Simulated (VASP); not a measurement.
# Zr (P6_3/mmc) in VASP: a series of runs

The runs below take Zr through electric field gradients, with PBE.

Everything below comes from runs of VASP 6.6.1. Logs are shortened: lines on timing, memory, paths and dates and some standing lists are left out, and cuts for length are marked.

## (1) The cell of the first run

The structure is hexagonal, space group P6_3/mmc (No. 194). The conventional cell has a = 3.188 Å, b = 3.188 Å, c = 5.077 Å, α = 90.00°, β = 90.00°, γ = 120.00°. Within 4.1 Å of Zr (site symmetry -6m2) lie 12 Zr at 3.14 to 3.19 Å.

## (2) Electric field gradients, PBE (volume scaled by 0.96)

INCAR reads:

```
PREC     = Accurate       # precision mode
ENCUT    = 520            # plane-wave cutoff, eV
EDIFF    = 1E-8           # SCF threshold, eV
ISMEAR   = -1             # smearing method
SIGMA    = 0.08           # smearing width, eV
LREAL    = F              # projectors in reciprocal space
LASPH    = T              # aspherical terms in the spheres
NELM     = 80             # most SCF steps
ALGO     = Normal         # electronic algorithm
ISIF     = 2              # what is computed and relaxed
LWAVE    = F              # write WAVECAR
LCHARG   = F              # write CHGCAR
GGA      = PE             # functional
LEFG     = T            
NBANDS   = 19             # bands
```

KPOINTS reads:

```
Automatic mesh
0
Gamma
  13 13 7
```

POSCAR reads:

```
Zr
1.0
    3.1883172162      0.0000000000      0.0000000000
   -1.5941586081      2.7611637045      0.0000000000
    0.0000000000      0.0000000000      5.0774374186
Zr
2
Direct
    0.3333333333      0.6666666667      0.2500000000
    0.6666666667      0.3333333333      0.7500000000
```

Potentials or basis: VASP PAW PBE potentials, release 64 (Zr_sv).

On the command line:

```
cat potpaw_PBE.64/Zr_sv/POTCAR > POTCAR
mpirun -np 1 vasp_std > vasp.out
```

OUTCAR:

```text
PREC = Accurate
   ENCUT = 520
   EDIFF = 1E-8
   ISMEAR = -1
   LREAL = F
   LASPH = T
   NELM = 80
   ISIF = 2
   GGA = PE

 ion  position               nearest neighbor table
   1  0.333  0.667  0.250-   2 3.14   2 3.14   2 3.14   2 3.14   2 3.14   2 3.14
   2  0.667  0.333  0.750-   1 3.14   1 3.14   1 3.14   1 3.14   1 3.14   1 3.14

  LATTYP: Found a hexagonal cell.
 ALAT       =     3.1883172162
 C/A-ratio  =     1.5925132521

  Lattice vectors:

 A1 = (   3.1883172162,   0.0000000000,   0.0000000000)
 A2 = (  -1.5941586081,   2.7611637045,   0.0000000000)
 A3 = (   0.0000000000,   0.0000000000,   5.0774374186)

Analysis of symmetry for initial positions (statically):
=====================================================================
 Subroutine PRICEL returns:
 Original cell was already a primitive cell.

 Routine SETGRP: Setting up the symmetry group for a
 hexagonal supercell.

 Subroutine GETGRP returns: Found 24 space group operations
 (whereof 12 operations were pure point group operations)
 out of a pool of 24 trial point group operations.

The static configuration has the point symmetry D_3d.
 The point group associated with its full space group is D_6h.

Analysis of symmetry for dynamics (positions and initial velocities):
=====================================================================
 Subroutine PRICEL returns:
 Original cell was already a primitive cell.

 Routine SETGRP: Setting up the symmetry group for a
 hexagonal supercell.

 Subroutine GETGRP returns: Found 24 space group operations
 (whereof 12 operations were pure point group operations)
 out of a pool of 24 trial point group operations.

The dynamic configuration has the point symmetry D_3d.
 The point group associated with its full space group is D_6h.

 Subroutine INISYM returns: Found 24 space group operations
 (whereof 12 operations are pure point group operations),
 and found     1 'primitive' translations

----------------------------------------------------------------------------------------

                                     Primitive cell

  volume of cell :      44.6990

  direct lattice vectors                    reciprocal lattice vectors
     3.188317216  0.000000000  0.000000000     0.313645077  0.181083070  0.000000000
    -1.594158608  2.761163704  0.000000000     0.000000000  0.362166140  0.000000000
     0.000000000  0.000000000  5.077437419     0.000000000  0.000000000  0.196949744

  length of vectors
     3.188317216  3.188317216  5.077437419     0.362166140  0.362166140  0.196949744

  position of ions in fractional coordinates (direct lattice)
     0.333333333  0.666666667  0.250000000
     0.666666667  0.333333333  0.750000000

  ion indices of the primitive-cell ions
   primitive index   ion index
                 1           1
                 2           2

----------------------------------------------------------------------------------------

 KPOINTS: Automatic mesh

Automatic generation of k-mesh.
 Grid dimensions read from file:
 generate k-points for:   13   13    7

 Generating k-lattice:

  Cartesian coordinates                     Fractional coordinates (reciprocal lattice)
     0.024126544  0.013929467  0.000000000     0.076923077  0.000000000  0.000000000
     0.000000000  0.027858934  0.000000000     0.000000000  0.076923077  0.000000000
     0.000000000  0.000000000  0.028135678     0.000000000  0.000000000  0.142857143

  Length of vectors
     0.027858934  0.027858934  0.028135678

  Shift w.r.t. Gamma in fractional coordinates (k-lattice)
     0.000000000  0.000000000  0.000000000

 Subroutine IBZKPT returns following result:
 ===========================================

 Found     84 irreducible k-points:

 Following reciprocal coordinates:
            Coordinates               Weight
  0.000000  0.000000  0.000000      1.000000
  0.076923  0.000000  0.000000      6.000000
  0.153846  0.000000  0.000000      6.000000
  0.230769  0.000000  0.000000      6.000000
  0.307692  0.000000  0.000000      6.000000
  0.384615  0.000000  0.000000      6.000000
[... 16 lines left out ...]
  0.076923  0.000000  0.142857     12.000000
  0.153846  0.000000  0.142857     12.000000
 [... further k-points ...]
   k-points           NKPTS =     84   k-points in BZ     NKDIM =     84   number of bands    NBANDS=     19
   number of dos      NEDOS =    301   number of ions     NIONS =      2
   total plane-waves  NPLWV =  23040
   dimension x,y,z NGX =    24 NGY =   24 NGZ =   40
   dimension x,y,z NGXF=    48 NGYF=   48 NGZF=   80
   ions per type =               2
   NGX,Y,Z   is equivalent  to a cutoff of  12.51, 12.51, 13.10 a.u.
   NGXF,Y,Z  is equivalent  to a cutoff of  25.03, 25.03, 26.19 a.u.
 SYSTEM =  unknown system
   PREC   = accura    normal or accurate (medium, high low for compatibility)
   ISTART =      0    job   : 0-new  1-cont  2-samecut
   ICHARG =      2    charge: 1-file 2-atom 10-const
   ISPIN  =      1    spin polarized calculation?
   LNONCOLLINEAR =      F non collinear calculations
   LSORBIT =      F    spin-orbit coupling
   LASPH  =      T    aspherical Exc in radial PAW
   ENCUT  =  520.0 eV  38.22 Ry    6.18 a.u.   5.93  5.93  9.44*2*pi/ulx,y,z
   NELM   =     80;   NELMIN=  2; NELMDL= -5     # of ELM steps
   EDIFF  = 0.1E-07   stopping-criterion for ELM
   LREAL  =      F    real-space projection
   EDIFFG = 0.1E-06   stopping-criterion for IOM
   NSW    =      0    number of steps for IOM
   IBRION =     -1    ionic relax: 0-MD 1-quasi-New 2-CG
   NFREE  =      0    steps in history (QN), initial steepest desc. (CG)
   ISIF   =      2    stress and relaxation
   ISYM   =      2    0-nonsym 1-usesym 2-fastsym
   POTIM  = 0.5000    time-step for ionic-motion
   TEBEG  =    0.0;   TEEND  =   0.0 temperature during run
   PSTRESS=    0.0 pullay stress
   NELECT =      24.0000    total number of electrons
   NUPDOWN=      -1.0000    fix difference up-down
   EMIN   =  10.00;   EMAX   =-10.00  energy-range for DOS
   EFERMI =   0.00;   METHOD = LEGACY
   ISMEAR =    -1;   SIGMA  =   0.08  broadening in eV -4-tet -1-fermi 0-gaus
   EFERMI_NEDOS =   21; number of points for ismear=-14 and -15
   IALGO  =     38    algorithm
   IMIX   =      4    mixing-type and parameters
     AMIX     =   0.40;   BMIX     =  1.00
     AMIX_MAG =   1.60;   BMIX_MAG =  1.00
  volume/ion in A,a.u.               =      22.35       150.82
  Fermi-wavevector in a.u.,A,eV,Ry     =   1.330595  2.514460 24.088877  1.770483
  Thomas-Fermi vector in A             =   2.459670
   LORBIT       =      0    0 simple, 1 ext, 2 COOP (PROOUT), +10 PAW based schemes
   GGA     = PE    functional components
[... 5 lines left out ...]
 non-spin polarized calculation
  energy-cutoff  :      520.00
  volume of cell :       44.70
 maximum number of plane-waves:      1218
 NGX is ok and might be reduce to    24
   NGX = 11   NGY = 11   NGZ = 19

 number of electron      24.0000000 magnetization

 Free energy of the ion-electron system (eV)
  ---------------------------------------------------
  ext. energy  EPLUGINS =         0.00000000
  ---------------------------------------------------
  free energy    TOTEN  =       -17.03120374 eV

  energy without entropy =      -16.98723723  energy(sigma->0) =      -17.00922049

 E-fermi :   9.4495     XC(G=0): -11.2686

 val. band max:        9.4231273222   @ k =   0.3846   0.2308   0.2857
 cond. band min:       9.4592863733   @ k =   0.0769   0.0000   0.2857
 fundamental gap:      0.0361590510
 Fermi energy:         9.4495100534

 k-point     1 :       0.0000    0.0000    0.0000
  band No.  band energies     occupation
      1     -39.3023      2.00000
      2     -39.1193      2.00000
      3     -17.9002      2.00000
      4     -16.9161      2.00000
      5     -16.9161      2.00000
      6     -16.7564      2.00000
[... 11 lines left out ...]
     18      11.6703      0.00000
     19      14.0857      0.00000

 k-point     2 :       0.0769    0.0000    0.0000
  band No.  band energies     occupation
      1     -39.2944      2.00000
      2     -39.1160      2.00000
      3     -17.8796      2.00000
      4     -16.9621      2.00000
      5     -16.9312      2.00000
      6     -16.8040      2.00000
[... 476 lines left out ...]
 k-point    24 :       0.1538    0.0000    0.1429
  band No.  band energies     occupation
      1     -39.2639      2.00000
      2     -39.1155      2.00000
      3     -17.7784      2.00000
      4     -17.0763      2.00000
      5     -16.9765      2.00000
      6     -16.9622      2.00000
[... 11 lines left out ...]
     18      11.8352      0.00000
     19      14.4337      0.00000

 [... further k-points ...]
[... 5 lines left out ...]
  --------------------------------------------------------------------------------------
  -------------------------------------------------------------------------------------
  Total        1.2036067      1.2036067      1.4936206      0.0000000      0.0000000      0.0000000
  in kB       43.1416680     43.1416680     53.5368247      0.0000000      0.0000000      0.0000000
  external PRESSURE =      46.6067202 kB  Pullay stress =       0.0000000 kB

 VOLUME and BASIS-vectors are now :
 -----------------------------------------------------------------------------
  energy-cutoff  :      520.00
  volume of cell :       44.70
      direct lattice vectors                 reciprocal lattice vectors
     3.188317216  0.000000000  0.000000000     0.313645077  0.181083070  0.000000000
    -1.594158608  2.761163704  0.000000000     0.000000000  0.362166140  0.000000000
     0.000000000  0.000000000  5.077437419     0.000000000  0.000000000  0.196949744

 POSITION                                       TOTAL-FORCE (eV/Angst)
 -----------------------------------------------------------------------------------
     -0.00000      1.84078      1.26936         0.000000      0.000000      0.000000
      1.59416      0.92039      3.80808        -0.000000      0.000000      0.000000
 -----------------------------------------------------------------------------------
    total drift:                               -0.000000      0.000000     -0.000000

  FREE ENERGIE OF THE ION-ELECTRON SYSTEM (eV)
  ---------------------------------------------------
  free  energy   TOTEN  =       -17.0312037441 eV

  energy  without entropy=      -16.9872372310  energy(sigma->0) =      -17.00922049

 Electric field gradients (V/A^2)
---------------------------------------------------------------------
 ion       V_xx      V_yy      V_zz      V_xy      V_xz      V_yz
---------------------------------------------------------------------
   1     -22.837   -22.837    45.675    -0.000     0.000    -0.000
   2     -22.837   -22.837    45.675    -0.000    -0.000     0.000
---------------------------------------------------------------------

 Electric field gradients after diagonalization (V/A^2)
 (convention: |V_zz| > |V_xx| > |V_yy|)
----------------------------------------------------------------------
 ion       V_xx      V_yy      V_zz     asymmetry (V_yy - V_xx)/ V_zz
----------------------------------------------------------------------
   1     -22.837   -22.837    45.675       0.000
   2     -22.837   -22.837    45.675       0.000
----------------------------------------------------------------------

           NMR quadrupolar parameters

 Cq : quadrupolar parameter    Cq=e*Q*V_zz/h
 eta: asymmetry parameters     (V_yy - V_xx)/ V_zz
 Q  : nuclear electric quadrupole moment in mb (millibarn)
----------------------------------------------------------------------
 ion       Cq(MHz)       eta       Q (mb)
----------------------------------------------------------------------
   1       0.110       0.000       1.000
   2       0.110       0.000       1.000
----------------------------------------------------------------------
```

Run time: 24 s. Hardware: 1 thread of Intel Xeon Platinum 8559C (Emerald Rapids), shared host; peak memory 0.19 GiB.

What came out:

- Free energy: -17.0312 eV
- Pressure: 4.7 GPa
- Band gap on the k mesh: zero (band 12 reaches 10.42 eV, above the bottom of band 13 at 9.25 eV)

Levels at points of the mesh, in eV from the Fermi level:
| k point | band 10 | band 11 | band 12 | band 13 | band 14 | band 15 |
| --- | --- | --- | --- | --- | --- | --- |
| (0.00, 0.00, 0.00) | -3.14 | 0.87 | 0.87 | 1.04 | 1.34 | 1.61 |

Electric field gradients, principal values (V/Å²):
```
atom    least   middle  greatest (by size)
1 Zr  -22.837  -22.837              45.675
2 Zr  -22.837  -22.837              45.675
```

Caveat: without QUAD_EFG the Cq values of the log hold for a quadrupole moment of 1 mb, not for the nuclei.

[end of part 1 of 2]
